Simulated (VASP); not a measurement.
# Bi (Fd-3m) in VASP: a series of runs

Runs on Bi. Level: PBE. Tasks: single point.

Program: VASP 6.6.1. These are calculated values, not measurements. Logs are shortened: lines on timing, memory, paths and dates and some standing lists are left out, and cuts for length are marked.

**1. The cell of the first run**

Symmetry: Fd-3m, No. 227, cubic system. The conventional cell has a = 6.918 Å, b = 6.918 Å, c = 6.918 Å, α = 90.00°, β = 90.00°, γ = 90.00°. Within 3.9 Å of Bi (site symmetry -43m) lie 4 Bi at 3.00 Å.

**2. Single point, PBE**

INCAR

```
SYSTEM = Bi
PREC = Accurate
ENCUT = 520
EDIFF = 1E-7
ISMEAR = -1
SIGMA = 0.08
LREAL = .FALSE.
LASPH = .TRUE.
NELM = 80
ALGO = Normal
ISIF = 2
LWAVE = .FALSE.
LCHARG = .FALSE.
GGA = PE
NBANDS = 22
```

KPOINTS

```
regular mesh
0
G
  10 10 10
  0 0 0
```

POSCAR

```
Bi
1.0
    0.0000000000      3.4589943648      3.4589943648
    3.4589943648      0.0000000000      3.4589943648
    3.4589943648      3.4589943648      0.0000000000
Bi
2
Direct
   -0.1250000000     -0.1250000000     -0.1250000000
    0.1250000000      0.1250000000      0.1250000000
```

Potentials or basis: VASP PAW PBE potentials, release 64 (Bi_d).

Launch:

```sh
$ cat potpaw_PBE.64/Bi_d/POTCAR > POTCAR
$ mpirun -np 1 vasp_std > vasp.out
```

OUTCAR:

```text
SYSTEM = Bi
   PREC = Accurate
   ENCUT = 520
   EDIFF = 1E-7
   ISMEAR = -1
   LREAL = .FALSE.
   LASPH = .TRUE.
   NELM = 80
   ISIF = 2
   GGA = PE

 ion  position               nearest neighbor table
   1  0.875  0.875  0.875-   2 3.00   2 3.00   2 3.00   2 3.00
   2  0.125  0.125  0.125-   1 3.00   1 3.00   1 3.00   1 3.00

  LATTYP: Found a face centered cubic cell.
 ALAT       =     6.9179887296

  Lattice vectors:

 A1 = (   0.0000000000,   3.4589943648,   3.4589943648)
 A2 = (   3.4589943648,   0.0000000000,   3.4589943648)
 A3 = (   3.4589943648,   3.4589943648,   0.0000000000)

Analysis of symmetry for initial positions (statically):
=====================================================================
 Subroutine PRICEL returns:
 Original cell was already a primitive cell.

 Routine SETGRP: Setting up the symmetry group for a
 face centered cubic supercell.

 Subroutine GETGRP returns: Found 48 space group operations
 (whereof 12 operations were pure point group operations)
 out of a pool of 48 trial point group operations.

The static configuration has the point symmetry D_3d.
 The point group associated with its full space group is O_h .

Analysis of symmetry for dynamics (positions and initial velocities):
=====================================================================
 Subroutine PRICEL returns:
 Original cell was already a primitive cell.

 Routine SETGRP: Setting up the symmetry group for a
 face centered cubic supercell.

 Subroutine GETGRP returns: Found 48 space group operations
 (whereof 12 operations were pure point group operations)
 out of a pool of 48 trial point group operations.

The dynamic configuration has the point symmetry D_3d.
 The point group associated with its full space group is O_h .

 Subroutine INISYM returns: Found 48 space group operations
 (whereof 12 operations are pure point group operations),
 and found     1 'primitive' translations

----------------------------------------------------------------------------------------

                                     Primitive cell

  volume of cell :      82.7713

  direct lattice vectors                    reciprocal lattice vectors
     0.000000000  3.458994365  3.458994365    -0.144550684  0.144550684  0.144550684
     3.458994365  0.000000000  3.458994365     0.144550684 -0.144550684  0.144550684
     3.458994365  3.458994365  0.000000000     0.144550684  0.144550684 -0.144550684

  length of vectors
     4.891756743  4.891756743  4.891756743     0.250369128  0.250369128  0.250369128

  position of ions in fractional coordinates (direct lattice)
     0.875000000  0.875000000  0.875000000
     0.125000000  0.125000000  0.125000000

  ion indices of the primitive-cell ions
   primitive index   ion index
                 1           1
                 2           2

----------------------------------------------------------------------------------------

 KPOINTS: regular mesh

Automatic generation of k-mesh.
 Grid dimensions read from file:
 generate k-points for:   10   10   10

 Generating k-lattice:

  Cartesian coordinates                     Fractional coordinates (reciprocal lattice)
    -0.014455068  0.014455068  0.014455068     0.100000000  0.000000000  0.000000000
     0.014455068 -0.014455068  0.014455068     0.000000000  0.100000000  0.000000000
     0.014455068  0.014455068 -0.014455068     0.000000000  0.000000000  0.100000000

  Length of vectors
     0.025036913  0.025036913  0.025036913

  Shift w.r.t. Gamma in fractional coordinates (k-lattice)
     0.000000000  0.000000000  0.000000000

 Subroutine IBZKPT returns following result:
 ===========================================

 Found     47 irreducible k-points:

 Following reciprocal coordinates:
            Coordinates               Weight
  0.000000  0.000000  0.000000      1.000000
  0.100000  0.000000  0.000000      8.000000
  0.200000  0.000000  0.000000      8.000000
  0.300000  0.000000  0.000000      8.000000
  0.400000  0.000000  0.000000      8.000000
  0.500000  0.000000  0.000000      4.000000
[... 16 lines left out ...]
  0.300000  0.300000  0.000000      6.000000
  0.400000  0.300000  0.000000     24.000000
 [... further k-points ...]
   k-points           NKPTS =     47   k-points in BZ     NKDIM =     47   number of bands    NBANDS=     22
   number of dos      NEDOS =    301   number of ions     NIONS =      2
   total plane-waves  NPLWV =  46656
   dimension x,y,z NGX =    36 NGY =   36 NGZ =   36
   dimension x,y,z NGXF=    72 NGYF=   72 NGZF=   72
   ions per type =               2
   NGX,Y,Z   is equivalent  to a cutoff of  12.23, 12.23, 12.23 a.u.
   NGXF,Y,Z  is equivalent  to a cutoff of  24.47, 24.47, 24.47 a.u.
 SYSTEM =  Bi
   PREC   = accura    normal or accurate (medium, high low for compatibility)
   ISTART =      0    job   : 0-new  1-cont  2-samecut
   ICHARG =      2    charge: 1-file 2-atom 10-const
   ISPIN  =      1    spin polarized calculation?
   LNONCOLLINEAR =      F non collinear calculations
   LSORBIT =      F    spin-orbit coupling
   LASPH  =      T    aspherical Exc in radial PAW
   ENCUT  =  520.0 eV  38.22 Ry    6.18 a.u.   9.10  9.10  9.10*2*pi/ulx,y,z
   NELM   =     80;   NELMIN=  2; NELMDL= -5     # of ELM steps
   EDIFF  = 0.1E-06   stopping-criterion for ELM
   LREAL  =      F    real-space projection
   EDIFFG = 0.1E-05   stopping-criterion for IOM
   NSW    =      0    number of steps for IOM
   IBRION =     -1    ionic relax: 0-MD 1-quasi-New 2-CG
   NFREE  =      0    steps in history (QN), initial steepest desc. (CG)
   ISIF   =      2    stress and relaxation
   ISYM   =      2    0-nonsym 1-usesym 2-fastsym
   POTIM  = 0.5000    time-step for ionic-motion
   TEBEG  =    0.0;   TEEND  =   0.0 temperature during run
   PSTRESS=    0.0 pullay stress
   NELECT =      30.0000    total number of electrons
   NUPDOWN=      -1.0000    fix difference up-down
   EMIN   =  10.00;   EMAX   =-10.00  energy-range for DOS
   EFERMI =   0.00;   METHOD = LEGACY
   ISMEAR =    -1;   SIGMA  =   0.08  broadening in eV -4-tet -1-fermi 0-gaus
   EFERMI_NEDOS =   21; number of points for ismear=-14 and -15
   IALGO  =     38    algorithm
   IMIX   =      4    mixing-type and parameters
     AMIX     =   0.40;   BMIX     =  1.00
     AMIX_MAG =   1.60;   BMIX_MAG =  1.00
  volume/ion in A,a.u.               =      41.39       279.28
  Fermi-wavevector in a.u.,A,eV,Ry     =   1.167227  2.205740 18.536840  1.362419
  Thomas-Fermi vector in A             =   2.303730
   LORBIT       =      0    0 simple, 1 ext, 2 COOP (PROOUT), +10 PAW based schemes
   GGA     = PE    functional components
   LHFCALC =     F    Hartree Fock is set to
   AEXX    =    0.0000 exact exchange contribution
   IVDW    =     0    specifies the selected vdW correction
   LEPSILON=     F    determine dielectric tensor
   LRPA    =     F    only Hartree local field effects (RPA)
 non-spin polarized calculation
  energy-cutoff  :      520.00
  volume of cell :       82.77
 maximum number of plane-waves:      2252
   NGX = 19   NGY = 19   NGZ = 19

 number of electron      29.9999993 magnetization

 Free energy of the ion-electron system (eV)
  ---------------------------------------------------
  ext. energy  EPLUGINS =         0.00000000
  ---------------------------------------------------
  free energy    TOTEN  =        -7.15646709 eV

  energy without entropy =       -7.13150564  energy(sigma->0) =       -7.14398637

 E-fermi :   4.9040     XC(G=0):  -8.5531

 val. band max:        4.8693057622   @ k =   0.4000   0.3000   0.0000
 cond. band min:       4.9161254340   @ k =   0.2000   0.2000   0.0000
 fundamental gap:      0.0468196718
 Fermi energy:         4.9040200501

 k-point     1 :       0.0000    0.0000    0.0000
  band No.  band energies     occupation
      1     -18.0468      2.00000
      2     -18.0468      2.00000
      3     -18.0468      2.00000
      4     -17.9845      2.00000
      5     -17.9845      2.00000
      6     -17.7233      2.00000
[... 14 lines left out ...]
     21      12.1543      0.00000
     22      12.3452      0.00000

 k-point     2 :       0.1000    0.0000    0.0000
  band No.  band energies     occupation
      1     -18.0524      2.00000
      2     -18.0524      2.00000
      3     -18.0446      2.00000
      4     -17.9766      2.00000
      5     -17.9766      2.00000
      6     -17.7389      2.00000
[... 14 lines left out ...]
     21      11.5132      0.00000
     22      12.0146      0.00000

 k-point     3 :       0.2000    0.0000    0.0000
  band No.  band energies     occupation
      1     -18.0628      2.00000
      2     -18.0628      2.00000
      3     -18.0386      2.00000
      4     -17.9606      2.00000
      5     -17.9606      2.00000
      6     -17.7563      2.00000
[... 14 lines left out ...]
     21      11.1512      0.00000
     22      11.7408      0.00000

 k-point     4 :       0.3000    0.0000    0.0000
  band No.  band energies     occupation
      1     -18.0714      2.00000
      2     -18.0714      2.00000
      3     -18.0308      2.00000
      4     -17.9456      2.00000
      5     -17.9456      2.00000
      6     -17.7699      2.00000
[... 14 lines left out ...]
     21      11.2487      0.00000
     22      12.3403      0.00000

 k-point     5 :       0.4000    0.0000    0.0000
  band No.  band energies     occupation
      1     -18.0764      2.00000
      2     -18.0764      2.00000
      3     -18.0242      2.00000
      4     -17.9362      2.00000
      5     -17.9362      2.00000
      6     -17.7778      2.00000
[... 417 lines left out ...]
 k-point    22 :      -0.2000    0.2000    0.0000
  band No.  band energies     occupation
      1     -18.0832      2.00000
      2     -18.0797      2.00000
      3     -18.0114      2.00000
      4     -17.9458      2.00000
      5     -17.9228      2.00000
      6     -17.7964      2.00000
[... 14 lines left out ...]
     21      11.4674      0.00000
     22      13.6610      0.00000

 k-point    23 :       0.3000    0.3000    0.0000
  band No.  band energies     occupation
      1     -18.0780      2.00000
      2     -18.0780      2.00000
      3     -18.0334      2.00000
      4     -17.9301      2.00000
      5     -17.8849      2.00000
      6     -17.8583      2.00000
[... 14 lines left out ...]
     21      12.9787      0.00000
     22      14.2546      0.00000

 k-point    24 :       0.4000    0.3000    0.0000
  band No.  band energies     occupation
      1     -18.0890      2.00000
      2     -18.0840      2.00000
      3     -18.0137      2.00000
      4     -17.9124      2.00000
      5     -17.8807      2.00000
      6     -17.8640      2.00000
[... 14 lines left out ...]
     21      13.1985      0.00000
     22      13.9889      0.00000

 [... further k-points ...]
[... 5 lines left out ...]
  --------------------------------------------------------------------------------------
  -------------------------------------------------------------------------------------
  Total        3.2393479      3.2393479      3.2393479     -0.0000000      0.0000000     -0.0000000
  in kB       62.7030422     62.7030422     62.7030422     -0.0000000      0.0000000     -0.0000000
  external PRESSURE =      62.7030422 kB  Pullay stress =       0.0000000 kB

 VOLUME and BASIS-vectors are now :
 -----------------------------------------------------------------------------
  energy-cutoff  :      520.00
  volume of cell :       82.77
      direct lattice vectors                 reciprocal lattice vectors
     0.000000000  3.458994365  3.458994365    -0.144550684  0.144550684  0.144550684
     3.458994365  0.000000000  3.458994365     0.144550684 -0.144550684  0.144550684
     3.458994365  3.458994365  0.000000000     0.144550684  0.144550684 -0.144550684

 POSITION                                       TOTAL-FORCE (eV/Angst)
 -----------------------------------------------------------------------------------
      6.05324      6.05324      6.05324         0.000000     -0.000000     -0.000000
      0.86475      0.86475      0.86475        -0.000000      0.000000      0.000000
 -----------------------------------------------------------------------------------
    total drift:                                0.000000      0.000000      0.000000

  FREE ENERGIE OF THE ION-ELECTRON SYSTEM (eV)
  ---------------------------------------------------
  free  energy   TOTEN  =        -7.1564670896 eV

  energy  without entropy=       -7.1315056422  energy(sigma->0) =       -7.14398637
```

It took 76 s on 1 thread of AMD EPYC 9R14 (Zen 4), shared host; peak memory 0.2 GiB.

What came out:

```
Free energy            : -7.1565 eV
Pressure               : 6.3 GPa
Band gap on the k mesh : zero (band 15 reaches 5.60 eV, above the bottom of band 16 at 4.42 eV)
```

Caveat: spin-orbit coupling is left out, which moves the levels of the heavy elements.

**3. Single point, PBE**

INCAR

```
SYSTEM = Bi
PREC = Accurate
ENCUT = 520
EDIFF = 1E-7
ISMEAR = -1
SIGMA = 0.08
LREAL = .FALSE.
LASPH = .TRUE.
NELM = 100
ALGO = Normal
ISIF = 2
LWAVE = .FALSE.
LCHARG = .TRUE.
GGA = PE
LELF = .TRUE.
LVHAR = .TRUE.
NBANDS = 22
```

KPOINTS is that of step 2.

POSCAR

```
Bi
1.0
    0.0000000000      3.4599528934      3.4599528934
    3.4599528934      0.0000000000      3.4599528934
    3.4599528934      3.4599528934      0.0000000000
Bi
2
Direct
   -0.1250000000     -0.1250000000     -0.1250000000
    0.1250000000      0.1250000000      0.1250000000
```

Potentials or basis: VASP PAW PBE potentials, release 64 (Bi_d).

Launch:

```sh
$ cat potpaw_PBE.64/Bi_d/POTCAR > POTCAR
$ mpirun -np 1 vasp_std > vasp.out
```

Wall time 77 s (1 thread of AMD EPYC 9R14 (Zen 4), shared host); peak memory 0.2 GiB.

The run converged. Its results:

```yaml
Free_energy: -7.1592 eV
Pressure: 6.2 GPa
Band_gap_on_the_k_mesh: zero (band 15 reaches 5.59 eV, above the bottom of band 16 at 4.42 eV)
```

Levels at points of the mesh, in eV from the Fermi level:
```tsv
k point	band 11	band 12	band 13	band 14	band 15	band 16	band 17	band 18	band 19	band 20
(0.00, 0.00, 0.00)	-13.20	-7.22	-1.41	-1.41	-1.41	0.91	0.91	0.91	3.31	7.25
(0.50, 0.00, 0.00)	-12.09	-9.58	-2.57	-2.35	-2.35	2.06	2.06	4.59	5.20	6.67
(0.50, 0.50, 0.00)	-10.92	-10.92	-3.36	-3.36	-0.48	-0.48	5.06	5.06	6.57	6.57
```

Caveat: spin-orbit coupling is left out, which moves the levels of the heavy elements.
